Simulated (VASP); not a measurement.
# Al4CN4 in VASP: single point with PBE

Aim: the single point of Al4CN4 with PBE.

Everything below comes from runs of VASP 6.6.1. Logs are shortened: lines on timing, memory, paths and dates and some standing lists are left out, and cuts for length are marked.

## Step 1: The cell of the first run

The cell holds a slab with vacuum, 9 atoms: a = 3.130 Å, b = 5.017 Å, c = 19.062 Å, α = 90.00°, β = 90.00°, γ = 90.00°.

## Step 2: Single point, PBE, collinear spin

INCAR reads:

```
SYSTEM = Al4CN4
  ALGO = Normal
  DIPOL = 0.5 0.5 0.323
  EDIFF = 1E-7
  ENCUT = 520
  GGA = PE
  IDIPOL = 3
  ISIF = 2
  ISMEAR = 0
  ISPIN = 2
  LASPH = .TRUE.
  LCHARG = .FALSE.
  LDIPOL = .TRUE.
  LORBIT = 11
  LREAL = .FALSE.
  LWAVE = .FALSE.
  MAGMOM = 0 0 0 0 0 0 0 0 2
  NBANDS = 32
  NELM = 150
  PREC = Accurate
  SIGMA = 0.05
```

KPOINTS reads:

```
k-points
0
G
  9 6 1
  0 0 0
```

POSCAR reads:

```
Al4CN4
1.0
    3.1297683445      0.0000000000      0.0000000000
    0.0000000000      5.0173032419      0.0000000000
    0.0000000000      0.0000000000     19.0620320396
Al N C
4 4 1
Direct
    0.0000000000      0.9982714950      0.2098412169
    0.5000000000      0.4982714950      0.2572383830
    0.5000000000      0.9915197257      0.3577010219
    0.0000000000      0.4624332462      0.3868097530
    0.0000000000      0.6167285050      0.2098412169
    0.5000000000      0.1167285050      0.2572383830
    0.5000000000      0.6143669392      0.3564124135
    0.0000000000      0.1112303975      0.3967065014
    0.0000000000      0.2778970642      0.4708723848
```

Potentials or basis: VASP PAW PBE potentials, release 64 (Al, N, C).

The run is started by

```
> cat potpaw_PBE.64/Al/POTCAR potpaw_PBE.64/N/POTCAR potpaw_PBE.64/C/POTCAR > POTCAR
> mpirun -np 1 vasp_std > vasp.out
```

OUTCAR:

```text
SYSTEM = Al4CN4
   EDIFF = 1E-7
   ENCUT = 520
   GGA = PE
   ISIF = 2
   ISMEAR = 0
   ISPIN = 2
   LASPH = .TRUE.
   LORBIT = 11
   LREAL = .FALSE.
   NELM = 150
   PREC = Accurate

 ion  position               nearest neighbor table
   1  0.000  0.998  0.210-   6 1.90   6 1.90   5 1.91   2 3.09   2 3.09   2 3.09   2 3.09   3 3.22
                             3 3.22
   2  0.500  0.498  0.257-   5 1.90   5 1.90   6 1.91   7 1.98   4 2.93   4 2.93   1 3.09   1 3.09
                             1 3.09   1 3.09   3 3.13   3 3.18
   3  0.500  0.992  0.358-   8 1.83   8 1.83   7 1.89   6 2.02   4 2.89   4 2.89   2 3.13   4 3.13
                             4 3.13   2 3.18   1 3.22   1 3.22
   4  0.000  0.462  0.387-   8 1.77   7 1.83   7 1.83   9 1.85   3 2.89   3 2.89   2 2.93   2 2.93
                             3 3.13   3 3.13
   5  0.000  0.617  0.210-   2 1.90   2 1.90   1 1.91
   6  0.500  0.117  0.257-   1 1.90   1 1.90   2 1.91   3 2.02
   7  0.500  0.614  0.356-   4 1.83   4 1.83   3 1.89   2 1.98
   8  0.000  0.111  0.397-   9 1.64   4 1.77   3 1.83   3 1.83
   9  0.000  0.278  0.471-   8 1.64   4 1.85

  LATTYP: Found a simple orthorhombic cell.
 ALAT       =     3.1297683445
 B/A-ratio  =     1.6030909287
 C/A-ratio  =     6.0905568532

  Lattice vectors:

 A1 = (   3.1297683445,   0.0000000000,   0.0000000000)
 A2 = (   0.0000000000,   5.0173032419,   0.0000000000)
 A3 = (   0.0000000000,   0.0000000000,  19.0620320396)

Analysis of symmetry for initial positions (statically):
=====================================================================
 Subroutine PRICEL returns:
 Original cell was already a primitive cell.

 Routine SETGRP: Setting up the symmetry group for a
 simple orthorhombic supercell.

 Subroutine GETGRP returns: Found  2 space group operations
 (whereof  2 operations were pure point group operations)
 out of a pool of  8 trial point group operations.

The static configuration has the point symmetry C_1h.

Analysis of symmetry for dynamics (positions and initial velocities):
=====================================================================
 Subroutine PRICEL returns:
 Original cell was already a primitive cell.

 Routine SETGRP: Setting up the symmetry group for a
 simple orthorhombic supercell.

 Subroutine GETGRP returns: Found  2 space group operations
 (whereof  2 operations were pure point group operations)
 out of a pool of  8 trial point group operations.

The dynamic configuration has the point symmetry C_1h.

Analysis of structural, dynamic, and magnetic symmetry:
=====================================================================
 Subroutine PRICEL returns:
 Original cell was already a primitive cell.

 Routine SETGRP: Setting up the symmetry group for a
 simple orthorhombic supercell.

 Subroutine GETGRP returns: Found  2 space group operations
 (whereof  2 operations were pure point group operations)
 out of a pool of  8 trial point group operations.

The overall configuration has the point symmetry C_1h.

 Subroutine INISYM returns: Found  2 space group operations
 (whereof  2 operations are pure point group operations),
 and found     1 'primitive' translations

----------------------------------------------------------------------------------------

                                     Primitive cell

  volume of cell :     299.3310

  direct lattice vectors                    reciprocal lattice vectors
     3.129768344  0.000000000  0.000000000     0.319512465  0.000000000  0.000000000
     0.000000000  5.017303242  0.000000000     0.000000000  0.199310257  0.000000000
     0.000000000  0.000000000 19.062032040     0.000000000  0.000000000  0.052460304

  length of vectors
     3.129768344  5.017303242 19.062032040     0.319512465  0.199310257  0.052460304

  position of ions in fractional coordinates (direct lattice)
     0.000000000  0.998271495  0.209841217
     0.500000000  0.498271495  0.257238383
     0.500000000  0.991519726  0.357701022
     0.000000000  0.462433246  0.386809753
     0.000000000  0.616728505  0.209841217
     0.500000000  0.116728505  0.257238383
     0.500000000  0.614366939  0.356412414
     0.000000000  0.111230398  0.396706501
     0.000000000  0.277897064  0.470872385

  ion indices of the primitive-cell ions
   primitive index   ion index
                 1           1
                 2           2
                 3           3
                 4           4
                 5           5
                 6           6
                 7           7
                 8           8
[... 69 lines left out ...]
   LREAL  =      F    real-space projection
   EDIFFG = 0.1E-05   stopping-criterion for IOM
   NSW    =      0    number of steps for IOM
   IBRION =     -1    ionic relax: 0-MD 1-quasi-New 2-CG
   NFREE  =      0    steps in history (QN), initial steepest desc. (CG)
   ISIF   =      2    stress and relaxation
   ISYM   =      2    0-nonsym 1-usesym 2-fastsym
   POTIM  = 0.5000    time-step for ionic-motion
   TEBEG  =    0.0;   TEEND  =   0.0 temperature during run
   PSTRESS=    0.0 pullay stress
   NELECT =      36.0000    total number of electrons
   NUPDOWN=      -1.0000    fix difference up-down
   EMIN   =  10.00;   EMAX   =-10.00  energy-range for DOS
   EFERMI =   0.00;   METHOD = LEGACY
   ISMEAR =     0;   SIGMA  =   0.05  broadening in eV -4-tet -1-fermi 0-gaus
   EFERMI_NEDOS =   21; number of points for ismear=-14 and -15
   IALGO  =     38    algorithm
   IMIX   =      4    mixing-type and parameters
     AMIX     =   0.40;   BMIX     =  1.00
     AMIX_MAG =   1.60;   BMIX_MAG =  1.00
  volume/ion in A,a.u.               =      33.26       224.44
  Fermi-wavevector in a.u.,A,eV,Ry     =   0.808088  1.527064  8.884679  0.653005
  Thomas-Fermi vector in A             =   1.916828
   LORBIT       =     11    0 simple, 1 ext, 2 COOP (PROOUT), +10 PAW based schemes
   GGA     = PE    functional components
   LHFCALC =     F    Hartree Fock is set to
   AEXX    =    0.0000 exact exchange contribution
   IVDW    =     0    specifies the selected vdW correction
   LEPSILON=     F    determine dielectric tensor
   LRPA    =     F    only Hartree local field effects (RPA)
 spin polarized calculation
 Gauss-broadening in eV      SIGMA  =   0.05
  energy-cutoff  :      520.00
  volume of cell :      299.33
 maximum number of plane-waves:      8106
 NGX is ok and might be reduce to    24
   NGX = 11   NGY = 19   NGZ = 71

 dipolmoment           0.000000      0.000000     -0.008748 electrons x Angstroem

 number of electron      35.9999997 magnetization       1.5150433

 dipolmoment           0.000000      0.000000      0.162667 electrons x Angstroem

 Free energy of the ion-electron system (eV)
  ---------------------------------------------------
  ext. energy  EPLUGINS =         0.00000000
  ---------------------------------------------------
  free energy    TOTEN  =       -59.15291466 eV

  energy without entropy =      -59.15225720  energy(sigma->0) =      -59.15258593

 E-fermi :  -0.5697     XC(G=0):  -4.2974

 val. band max:       -0.6235068087   @ k =   0.1111   0.0000   0.0000
 cond. band min:      -0.5287593836   @ k =   0.0000   0.5000   0.0000
 fundamental gap:      0.0947474251
 Fermi energy:        -0.5696776166

 spin component 1

 k-point     1 :       0.0000    0.0000    0.0000
  band No.  band energies     occupation
      1     -18.8459      1.00000
      2     -17.0284      1.00000
      3     -16.3596      1.00000
      4     -14.4957      1.00000
      5     -11.5783      1.00000
      6      -8.5957      1.00000
[... 649 lines left out ...]
     29       6.5003      0.00000
     30       6.7532      0.00000
 Fermi energy:        -0.5696776166

 spin component 2

 k-point     1 :       0.0000    0.0000    0.0000
  band No.  band energies     occupation
      1     -18.6525      1.00000
      2     -16.9649      1.00000
      3     -16.3184      1.00000
      4     -14.4737      1.00000
      5     -10.8164      1.00000
      6      -8.4302      1.00000
[... 649 lines left out ...]
     29       6.6574      0.00000
     30       6.9063      0.00000
 [bands above 30 left out]

------------------------ aborting loop because EDIFF is reached ----------------------------------------

 vacuum level on the upper side and lower side of the slab       (xc-potential included)         0.905        -0.918

  FORCE on cell =-STRESS in cart. coord.  units (eV):
  Direction    XX          YY          ZZ          XY          YZ          ZX
  --------------------------------------------------------------------------------------
  -------------------------------------------------------------------------------------
  Total        2.0892636      2.6015249     -1.9363600      0.0000000     -2.4078435      0.0000000
  in kB       11.1828393     13.9247313    -10.3644185      0.0000000    -12.8880467      0.0000000
  external PRESSURE =       4.9143840 kB  Pullay stress =       0.0000000 kB

 VOLUME and BASIS-vectors are now :
 -----------------------------------------------------------------------------
  energy-cutoff  :      520.00
  volume of cell :      299.33
      direct lattice vectors                 reciprocal lattice vectors
     3.129768344  0.000000000  0.000000000     0.319512465  0.000000000  0.000000000
     0.000000000  5.017303242  0.000000000     0.000000000  0.199310257  0.000000000
     0.000000000  0.000000000 19.062032040     0.000000000  0.000000000  0.052460304

 POSITION                                       TOTAL-FORCE (eV/Angst)
 -----------------------------------------------------------------------------------
      0.00000      5.00863      4.00000         0.000000     -1.694004      1.657358
      1.56488      2.49998      4.90349         0.000000      1.112017     -2.046574
      1.56488      4.97476      6.81851         0.000000     -1.359374     -1.259055
      0.00000      2.32017      7.37338         0.000000      3.858910     -0.269823
      0.00000      3.09431      4.00000         0.000000      0.628958      0.886786
      1.56488      0.58566      4.90349         0.000000      0.156014     -0.004317
      1.56488      3.08247      6.79394         0.000000      0.071813     -0.942928
      0.00000      0.55808      7.56203         0.000000     -0.612450      1.970801
      0.00000      1.39429      8.97578         0.000000     -2.161884      0.007754
 -----------------------------------------------------------------------------------
    total drift:                                0.000000     -0.000654      0.000054

  FREE ENERGIE OF THE ION-ELECTRON SYSTEM (eV)
  ---------------------------------------------------
  free  energy   TOTEN  =       -59.1529146640 eV

  energy  without entropy=      -59.1522572043  energy(sigma->0) =      -59.15258593

 vacuum level on the upper side and lower side of the slab         4.923         3.002

 total charge

# of ion       s       p       d       tot
------------------------------------------
    1        0.385   0.364   0.000   0.750
    2        0.368   0.422   0.000   0.789
    3        0.374   0.431   0.000   0.805
    4        0.396   0.501   0.000   0.897
    5        1.236   2.480   0.000   3.716
    6        1.233   2.572   0.000   3.805
    7        1.228   2.640   0.000   3.869
    8        1.240   2.631   0.000   3.871
    9        0.968   1.207   0.000   2.175
--------------------------------------------------
tot          7.430  13.248   0.000  20.678

 magnetization (x)

# of ion       s       p       d       tot
------------------------------------------
    1        0.007   0.006   0.000   0.013
    2        0.001   0.001   0.000   0.001
    3        0.007   0.005   0.000   0.012
    4        0.009   0.049   0.000   0.058
    5        0.002   0.011   0.000   0.013
    6        0.004   0.005   0.000   0.009
    7        0.002   0.024   0.000   0.026
    8        0.001   0.050   0.000   0.051
    9        0.056   0.555   0.000   0.610
--------------------------------------------------
tot          0.087   0.705   0.000   0.793
```

Run time: 12 min. Hardware: 1 thread of Intel Xeon Platinum 8259CL at 2.50GHz (Skylake/Cascade Lake), shared host; peak memory 0.65 GiB.

What came out:

* Free energy: -59.1529 eV
* Largest force: 3.868 eV/Å
* Net moment: 1.52 μB per cell
* Site moments: Al +0.01, +0.00, +0.06 (each value once); N +0.01, +0.03, +0.05 (each value once); C +0.61 μB
* Valence electrons inside the program's atomic spheres: Al 0.75, 0.79, 0.81, 0.90; N 3.72, 3.81, 3.87 (each value once); C 2.17

Forces in eV/Å, atoms in the order of the input:
```
Al   0.000 -1.694  1.657
Al   0.000  1.112 -2.047
Al   0.000 -1.359 -1.259
Al   0.000  3.859 -0.270
N    0.000  0.629  0.887
N    0.000  0.156 -0.004
N    0.000  0.072 -0.943
N    0.000 -0.612  1.971
C    0.000 -2.162  0.008
```

Levels at points of the mesh, in eV from the Fermi level:
Spin up:
```csv
k point,band 17,band 18,band 19,band 20,band 21,band 22
"(0.00, 0.00, 0.00)",-1.73,-1.44,-0.26,0.87,2.66,3.10
"(0.00, 0.50, 0.00)",-1.93,-1.71,0.09,0.89,2.95,3.08
```
Spin down:
```tsv
k point	band 14	band 15	band 16	band 17	band 18	band 19	band 20	band 21
(0.00, 0.00, 0.00)	-3.58	-2.86	-1.90	-1.71	-0.06	0.27	2.36	2.81
(0.00, 0.50, 0.00)	-3.53	-3.28	-2.11	-1.91	0.04	0.43	2.38	3.11
```
